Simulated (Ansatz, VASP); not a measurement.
ZnAu in VASP and in Ansatz

```
Zn Au
1.0
     3.09623    0.00000    0.00000
     0.00000    3.09623    0.00000
     0.00000    0.00000    3.25104
Zn Au
1 1
Direct
  0.50000 0.50000 0.50000
  0.00000 0.00000 0.00000
```

Alike in both runs: task single point; functional LDA; k mesh 16 × 16 × 16; occupations gaussian, width 0.15 eV; no spin polarisation.

```csv
,VASP,Ansatz
version,VASP 6.6.1,Ansatz 0.2.0
potentials or method,"VASP PAW LDA potentials, release 64 (Zn, Au), cutoff 520 eV","scalar-relativistic, plane waves, PAW"
valence electrons in the cell,23,31
```

|  | VASP | Ansatz | Ansatz less VASP |
| --- | --- | --- | --- |
| gap on the k mesh at the Fermi level (eV) | none | none | - |
| pressure (GPa) | -6.3 | -6.8 | -0.52 |
| traceless stress, the component that is largest in VASP (GPa) | -0.42 | -0.41 | +0.006 |

LDA's correlation is that of Perdew and Zunger in VASP and of Perdew and Wang (1992) in Ansatz. A gap of «none» marks a metal or a gap that the smearing closes. VASP's potentials hold 23 valence electrons a cell and Ansatz's 31, so a difference there can come from the potentials and not from the codes.

Spin-orbit coupling is off throughout.
